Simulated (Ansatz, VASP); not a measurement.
BiTe: VASP beside Ansatz

```
Bi Te
1.0
     0.00000    3.17910    3.17910
     3.17910    0.00000    3.17910
     3.17910    3.17910    0.00000
Bi Te
1 1
Direct
  0.00000 0.00000 0.00000
  0.50000 0.50000 0.50000
```

Alike in both runs: task single point; functional PBEsol; k mesh 12 × 12 × 12; occupations fermi-dirac, width 0.15 eV; no spin polarisation.

```csv
,VASP,Ansatz
version,VASP 6.6.1,Ansatz 0.2.0
potentials or method,"VASP PAW PBE potentials, release 64 (Bi_d, Te), cutoff 520 eV","scalar-relativistic, plane waves, PAW"
valence electrons in the cell,21,31
```

|  | VASP | Ansatz | Ansatz less VASP |
| --- | --- | --- | --- |
| gap on the k mesh at the Fermi level (eV) | none | none | - |
| pressure (GPa) | 1.1 | 1.1 | +0.01 |

VASP's potentials were made for PBE, not for PBEsol. A gap of «none» marks a metal or a gap that the smearing closes. VASP's potentials hold 21 valence electrons a cell and Ansatz's 31, so a difference there can come from the potentials and not from the codes.

Spin-orbit coupling is off throughout.
